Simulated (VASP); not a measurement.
Sc: single point with RPBE

Crystal: Sc.

```xyz
2
Lattice="3.4158 0.0000 0.0000 -1.7079 2.9582 0.0000 0.0000 0.0000 5.4435" Properties=species:S:1:pos:R:3 pbc="T T T"
Sc    0.0000    1.9721    1.3609
Sc    1.7079    0.9861    4.0826
```

```yaml
Program: VASP 6.6.1
Task: single point
Functional: RPBE
Potentials_or_basis: VASP PAW PBE potentials, release 64 (Sc_sv)
Cutoff: 520 eV
k_mesh: 8 × 8 × 5
Occupations: fermi-dirac, width 0.01 eV
Spin: no spin polarisation
Dipole_correction: no
Further_INCAR_settings: ALGO = Normal; EDIFF = 1e-07; NBANDS = 18
```

- Pressure: -3.2 GPa
- Band gap on the k mesh: zero (bands 11 and 12 overlap by 0.98 eV)

Stress tensor (GPa, compression positive):
```
-2.90  0.00  0.00
 0.00 -2.90  0.00
 0.00  0.00 -3.76
```

Levels at points of the mesh, in eV from the Fermi level:
```
           k point  band 7  band 8  band 9  band 10  band 11  band 12  band 13  band 14  band 15  band 16
(0.00, 0.00, 0.00)  -28.27  -28.25   -4.93    -1.54     0.22     1.47     1.47     1.57     1.82     1.82
(0.50, 0.00, 0.00)  -28.32  -28.30   -1.54    -0.96    -0.57    -0.33     1.08     1.31     1.59     3.33
```

It took 36 s on 1 thread of Intel(R) Xeon(R) Platinum 8375C CPU @ 2.90GHz (Ice Lake), on a shared host, peak memory 0.18 GiB.

Caveat: the cell stands under tension; the PAW data sets were made with another functional, which shifts forces and pressure a little.
